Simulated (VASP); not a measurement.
# Si in VASP: single point with PBE

Aim: the single point of Si with PBE.

Program: VASP 6.6.1. These are calculated values, not measurements. Logs are shortened: lines on timing, memory, paths and dates and some standing lists are left out, and cuts for length are marked.

### 1 The cell of the first run

The cell holds a slab with vacuum, 9 atoms: a = 3.851 Å, b = 6.365 Å, c = 19.753 Å, α = 90.00°, β = 90.00°, γ = 90.00°.

### 2 Single point, PBE, collinear spin

File INCAR:

```
SYSTEM = Si
PREC = Accurate
ENCUT = 520
EDIFF = 1E-6
ISMEAR = 0
SIGMA = 0.05
LREAL = .False.
LASPH = .True.
NELM = 150
ALGO = Normal
ISIF = 2
LWAVE = .False.
LCHARG = .False.
ISPIN = 2
MAGMOM = 0 0 0 0 0 0 0 0 2
LORBIT = 11
LDIPOL = .True.
IDIPOL = 3
DIPOL = 0.5 0.5 0.336
GGA = PE
NBANDS = 32
```

File KPOINTS:

```
Automatic mesh
0
Gamma
  7 4 1
  0 0 0
```

File POSCAR:

```
Si
1.0
    3.8510822285      0.0000000000      0.0000000000
    0.0000000000      6.3646810443      0.0000000000
    0.0000000000      0.0000000000     19.7525435318
Si
9
Direct
    0.0000000000      0.9370679282      0.2025055656
    0.0000000000      0.5629320718      0.2025055656
    0.5000000000      0.4370679282      0.2587875163
    0.5000000000      0.0629320718      0.2587875163
    0.5000000000      0.9333044702      0.3720589482
    0.5000000000      0.5666955298      0.3720589482
    0.0000000000      0.4259907587      0.4177964989
    0.0000000000      0.0740092413      0.4177964989
    0.1666666667      0.9259907587      0.5212386210
```

Potentials or basis: VASP PAW PBE potentials, release 64 (Si).

Launch:

```sh
$ cat potpaw_PBE.64/Si/POTCAR > POTCAR
$ mpirun -np 1 vasp_std > vasp.out
```

OUTCAR:

```text
SYSTEM = Si
   PREC = Accurate
   ENCUT = 520
   EDIFF = 1E-6
   ISMEAR = 0
   LREAL = .False.
   LASPH = .True.
   NELM = 150
   ISIF = 2
   ISPIN = 2
   LORBIT = 11
   GGA = PE

 ion  position               nearest neighbor table
   1  0.000  0.937  0.203-   4 2.36   4 2.36   2 2.38
   2  0.000  0.563  0.203-   3 2.36   3 2.36   1 2.38
   3  0.500  0.437  0.259-   2 2.36   2 2.36   4 2.38   6 2.38
   4  0.500  0.063  0.259-   1 2.36   1 2.36   3 2.38   5 2.38
   5  0.500  0.933  0.372-   8 2.31   8 2.31   6 2.33   4 2.38
   6  0.500  0.567  0.372-   7 2.31   7 2.31   5 2.33   3 2.38
   7  0.000  0.426  0.418-   8 2.24   6 2.31   6 2.31
   8  0.000  0.074  0.418-   7 2.24   5 2.31   5 2.31   9 2.34
   9  0.167  0.926  0.521-   8 2.34

  LATTYP: Found a simple orthorhombic cell.
 ALAT       =     3.8510822285
 B/A-ratio  =     1.6526993366
 C/A-ratio  =     5.1290890092

  Lattice vectors:

 A1 = (   3.8510822285,   0.0000000000,   0.0000000000)
 A2 = (   0.0000000000,   6.3646810443,   0.0000000000)
 A3 = (   0.0000000000,   0.0000000000,  19.7525435318)

Analysis of symmetry for initial positions (statically):
=====================================================================
 Subroutine PRICEL returns:
 Original cell was already a primitive cell.

 Routine SETGRP: Setting up the symmetry group for a
 simple orthorhombic supercell.

 Subroutine GETGRP returns: Found  1 space group operations
 (whereof  1 operations were pure point group operations)
 out of a pool of  8 trial point group operations.

The static configuration has the point symmetry C_1 .

Analysis of symmetry for dynamics (positions and initial velocities):
=====================================================================
 Subroutine PRICEL returns:
 Original cell was already a primitive cell.

 Routine SETGRP: Setting up the symmetry group for a
 simple orthorhombic supercell.

 Subroutine GETGRP returns: Found  1 space group operations
 (whereof  1 operations were pure point group operations)
 out of a pool of  8 trial point group operations.

The dynamic configuration has the point symmetry C_1 .

Analysis of structural, dynamic, and magnetic symmetry:
=====================================================================
 Subroutine PRICEL returns:
 Original cell was already a primitive cell.

 Routine SETGRP: Setting up the symmetry group for a
 simple orthorhombic supercell.

 Subroutine GETGRP returns: Found  1 space group operations
 (whereof  1 operations were pure point group operations)
 out of a pool of  8 trial point group operations.

The overall configuration has the point symmetry C_1 .

 Subroutine INISYM returns: Found  1 space group operations
 (whereof  1 operations are pure point group operations),
 and found     1 'primitive' translations

----------------------------------------------------------------------------------------

                                     Primitive cell

  volume of cell :     484.1528

  direct lattice vectors                    reciprocal lattice vectors
     3.851082229  0.000000000  0.000000000     0.259667268  0.000000000  0.000000000
     0.000000000  6.364681044  0.000000000     0.000000000  0.157117064  0.000000000
     0.000000000  0.000000000 19.752543532     0.000000000  0.000000000  0.050626391

  length of vectors
     3.851082229  6.364681044 19.752543532     0.259667268  0.157117064  0.050626391

  position of ions in fractional coordinates (direct lattice)
     0.000000000  0.937067928  0.202505566
     0.000000000  0.562932072  0.202505566
     0.500000000  0.437067928  0.258787516
     0.500000000  0.062932072  0.258787516
     0.500000000  0.933304470  0.372058948
     0.500000000  0.566695530  0.372058948
     0.000000000  0.425990759  0.417796499
     0.000000000  0.074009241  0.417796499
     0.166666667  0.925990759  0.521238621

  ion indices of the primitive-cell ions
   primitive index   ion index
                 1           1
                 2           2
                 3           3
                 4           4
                 5           5
                 6           6
                 7           7
                 8           8
                 9           9

----------------------------------------------------------------------------------------

 KPOINTS: Automatic mesh

Automatic generation of k-mesh.
 Grid dimensions read from file:
 generate k-points for:    7    4    1

 Generating k-lattice:

  Cartesian coordinates                     Fractional coordinates (reciprocal lattice)
     0.037095324  0.000000000  0.000000000     0.142857143  0.000000000  0.000000000
     0.000000000  0.039279266  0.000000000     0.000000000  0.250000000  0.000000000
     0.000000000  0.000000000  0.050626391     0.000000000  0.000000000  1.000000000

  Length of vectors
     0.037095324  0.039279266  0.050626391

  Shift w.r.t. Gamma in fractional coordinates (k-lattice)
     0.000000000  0.000000000  0.000000000

 Subroutine IBZKPT returns following result:
 ===========================================

 Found     15 irreducible k-points:

 Following reciprocal coordinates:
            Coordinates               Weight
  0.000000  0.000000  0.000000      1.000000
  0.142857  0.000000  0.000000      2.000000
  0.285714  0.000000  0.000000      2.000000
  0.428571  0.000000  0.000000      2.000000
  0.000000  0.250000  0.000000      2.000000
  0.142857  0.250000  0.000000      2.000000
  0.142857 -0.250000  0.000000      2.000000
  0.285714  0.250000  0.000000      2.000000
  0.285714 -0.250000  0.000000      2.000000
  0.428571  0.250000  0.000000      2.000000
  0.428571 -0.250000  0.000000      2.000000
  0.000000  0.500000  0.000000      1.000000
  0.142857  0.500000  0.000000      2.000000
  0.285714  0.500000  0.000000      2.000000
  0.428571  0.500000  0.000000      2.000000
   k-points           NKPTS =     15   k-points in BZ     NKDIM =     15   number of bands    NBANDS=     32
   number of dos      NEDOS =    301   number of ions     NIONS =      9
   total plane-waves  NPLWV = 216000
   dimension x,y,z NGX =    30 NGY =   48 NGZ =  150
   dimension x,y,z NGXF=    60 NGYF=   96 NGZF=  300
   ions per type =               9
   NGX,Y,Z   is equivalent  to a cutoff of  12.95, 12.54, 12.62 a.u.
   NGXF,Y,Z  is equivalent  to a cutoff of  25.90, 25.08, 25.25 a.u.
 SYSTEM =  Si
   PREC   = accura    normal or accurate (medium, high low for compatibility)
   ISTART =      0    job   : 0-new  1-cont  2-samecut
   ICHARG =      2    charge: 1-file 2-atom 10-const
   ISPIN  =      2    spin polarized calculation?
   LNONCOLLINEAR =      F non collinear calculations
   LSORBIT =      F    spin-orbit coupling
   LASPH  =      T    aspherical Exc in radial PAW
   ENCUT  =  520.0 eV  38.22 Ry    6.18 a.u.   7.16 11.83 36.73*2*pi/ulx,y,z
   NELM   =    150;   NELMIN=  2; NELMDL= -5     # of ELM steps
   EDIFF  = 0.1E-05   stopping-criterion for ELM
   LREAL  =      F    real-space projection
   EDIFFG = 0.1E-04   stopping-criterion for IOM
   NSW    =      0    number of steps for IOM
   IBRION =     -1    ionic relax: 0-MD 1-quasi-New 2-CG
   NFREE  =      0    steps in history (QN), initial steepest desc. (CG)
   ISIF   =      2    stress and relaxation
   ISYM   =      2    0-nonsym 1-usesym 2-fastsym
   POTIM  = 0.5000    time-step for ionic-motion
   TEBEG  =    0.0;   TEEND  =   0.0 temperature during run
   PSTRESS=    0.0 pullay stress
   NELECT =      36.0000    total number of electrons
   NUPDOWN=      -1.0000    fix difference up-down
   EMIN   =  10.00;   EMAX   =-10.00  energy-range for DOS
   EFERMI =   0.00;   METHOD = LEGACY
   ISMEAR =     0;   SIGMA  =   0.05  broadening in eV -4-tet -1-fermi 0-gaus
   EFERMI_NEDOS =   21; number of points for ismear=-14 and -15
   IALGO  =     38    algorithm
   IMIX   =      4    mixing-type and parameters
     AMIX     =   0.40;   BMIX     =  1.00
     AMIX_MAG =   1.60;   BMIX_MAG =  1.00
  volume/ion in A,a.u.               =      53.79       363.02
  Fermi-wavevector in a.u.,A,eV,Ry     =   0.688412  1.300909  6.447944  0.473911
  Thomas-Fermi vector in A             =   1.769204
   LORBIT       =     11    0 simple, 1 ext, 2 COOP (PROOUT), +10 PAW based schemes
   GGA     = PE    functional components
   LHFCALC =     F    Hartree Fock is set to
   AEXX    =    0.0000 exact exchange contribution
   IVDW    =     0    specifies the selected vdW correction
   LEPSILON=     F    determine dielectric tensor
   LRPA    =     F    only Hartree local field effects (RPA)
 spin polarized calculation
 Gauss-broadening in eV      SIGMA  =   0.05
  energy-cutoff  :      520.00
  volume of cell :      484.15
 maximum number of plane-waves:     13082
 NGX is ok and might be reduce to    30
   NGX = 15   NGY = 23   NGZ = 73

 dipolmoment           0.000000      0.000000      0.205658 electrons x Angstroem

 number of electron      36.0000000 magnetization       0.0482355

 dipolmoment           0.000000      0.000000     -0.006233 electrons x Angstroem

 Free energy of the ion-electron system (eV)
  ---------------------------------------------------
  ext. energy  EPLUGINS =         0.00000000
  ---------------------------------------------------
  free energy    TOTEN  =       -42.92813792 eV

  energy without entropy =      -42.92013705  energy(sigma->0) =      -42.92413748

 E-fermi :  -0.7287     XC(G=0):  -4.3981

 val. band max:       -0.7314692931   @ k =   0.1429  -0.2500   0.0000
 cond. band min:      -0.7190833494   @ k =   0.2857   0.5000   0.0000
 fundamental gap:      0.0123859437
 Fermi energy:        -0.7286723274

 spin component 1

 k-point     1 :       0.0000    0.0000    0.0000
  band No.  band energies     occupation
      1     -12.5139      1.00000
      2     -11.1931      1.00000
      3     -10.1757      1.00000
      4      -8.9612      1.00000
      5      -8.3240      1.00000
      6      -7.7070      1.00000
[... 484 lines left out ...]
     29       3.8031      0.00000
     30       4.0685      0.00000
 Fermi energy:        -0.7286723274

 spin component 2

 k-point     1 :       0.0000    0.0000    0.0000
  band No.  band energies     occupation
      1     -12.5112      1.00000
      2     -11.1884      1.00000
      3     -10.1721      1.00000
      4      -8.9554      1.00000
      5      -8.3213      1.00000
      6      -7.7045      1.00000
[... 484 lines left out ...]
     29       3.8120      0.00000
     30       4.0731      0.00000
 [bands above 30 left out]

------------------------ aborting loop because EDIFF is reached ----------------------------------------

 vacuum level on the upper side and lower side of the slab       (xc-potential included)         0.045         0.071

  FORCE on cell =-STRESS in cart. coord.  units (eV):
  Direction    XX          YY          ZZ          XY          YZ          ZX
  --------------------------------------------------------------------------------------
  -------------------------------------------------------------------------------------
  Total       -0.3795845     -0.8269284      0.3948738     -0.1940685     -0.7205511     -0.1091951
  in kB       -1.2561357     -2.7365036      1.3067317     -0.6422191     -2.3844756     -0.3613527
  external PRESSURE =      -0.8953026 kB  Pullay stress =       0.0000000 kB

 VOLUME and BASIS-vectors are now :
 -----------------------------------------------------------------------------
  energy-cutoff  :      520.00
  volume of cell :      484.15
      direct lattice vectors                 reciprocal lattice vectors
     3.851082229  0.000000000  0.000000000     0.259667268  0.000000000  0.000000000
     0.000000000  6.364681044  0.000000000     0.000000000  0.157117064  0.000000000
     0.000000000  0.000000000 19.752543532     0.000000000  0.000000000  0.050626391

 POSITION                                       TOTAL-FORCE (eV/Angst)
 -----------------------------------------------------------------------------------
      0.00000      5.96414      4.00000        -0.110886     -0.478220      0.581257
      0.00000      3.58288      4.00000        -0.006456      0.497856      0.566602
      1.92554      2.78180      5.11171         0.036499      0.039305     -0.739976
      1.92554      0.40054      5.11171         0.051738     -0.089157     -0.747949
      1.92554      5.94019      7.34911         0.144851     -0.154687     -0.647529
      1.92554      3.60684      7.34911        -0.043079     -0.107540     -0.079091
      0.00000      2.71130      8.25254         0.154374      1.266481      0.463637
      0.00000      0.47105      8.25254        -0.110610     -0.471062      0.628870
      0.64185      5.89364     10.29579        -0.116431     -0.502977     -0.025821
 -----------------------------------------------------------------------------------
    total drift:                               -0.000534     -0.000548     -0.001132

  FREE ENERGIE OF THE ION-ELECTRON SYSTEM (eV)
  ---------------------------------------------------
  free  energy   TOTEN  =       -42.9281379163 eV

  energy  without entropy=      -42.9201370530  energy(sigma->0) =      -42.92413748

 vacuum level on the upper side and lower side of the slab         4.149         4.152

 total charge

# of ion       s       p       d       tot
------------------------------------------
    1        0.795   0.834   0.000   1.629
    2        0.797   0.832   0.000   1.629
    3        0.766   0.889   0.000   1.655
    4        0.762   0.894   0.000   1.655
    5        0.769   0.922   0.000   1.690
    6        0.760   0.922   0.000   1.682
    7        0.783   0.898   0.000   1.681
    8        0.758   0.975   0.000   1.733
    9        0.924   0.599   0.000   1.523
--------------------------------------------------
tot          7.114   7.765   0.000  14.879

 magnetization (x)

# of ion       s       p       d       tot
------------------------------------------
    1        0.000   0.000   0.000   0.001
    2        0.001   0.007   0.000   0.008
    3        0.000   0.001   0.000   0.001
    4        0.000   0.001   0.000   0.001
    5        0.000   0.000   0.000   0.001
    6        0.000   0.001   0.000   0.001
    7        0.000   0.002   0.000   0.002
    8       -0.000   0.000   0.000   0.000
    9       -0.000   0.002   0.000   0.002
--------------------------------------------------
tot          0.003   0.014   0.000   0.017
```

Wall time 37 min (1 thread of Intel Xeon Platinum 8488C (Sapphire Rapids), shared host); peak memory 0.86 GiB.

Results:

- Free energy: -42.9281 eV
- Largest force: 1.357 eV/Å
- Net moment: 0.05 μB per cell
- Valence electrons inside the program's atomic spheres: Si 1.63, 1.66, 1.69, 1.68, 1.73, 1.52 (each value once)

Forces in eV/Å, atoms in the order of the input:
```
Si  -0.111 -0.478  0.581
Si  -0.006  0.498  0.567
Si   0.036  0.039 -0.740
Si   0.052 -0.089 -0.748
Si   0.145 -0.155 -0.648
Si  -0.043 -0.108 -0.079
Si   0.154  1.266  0.464
Si  -0.111 -0.471  0.629
Si  -0.116 -0.503 -0.026
```
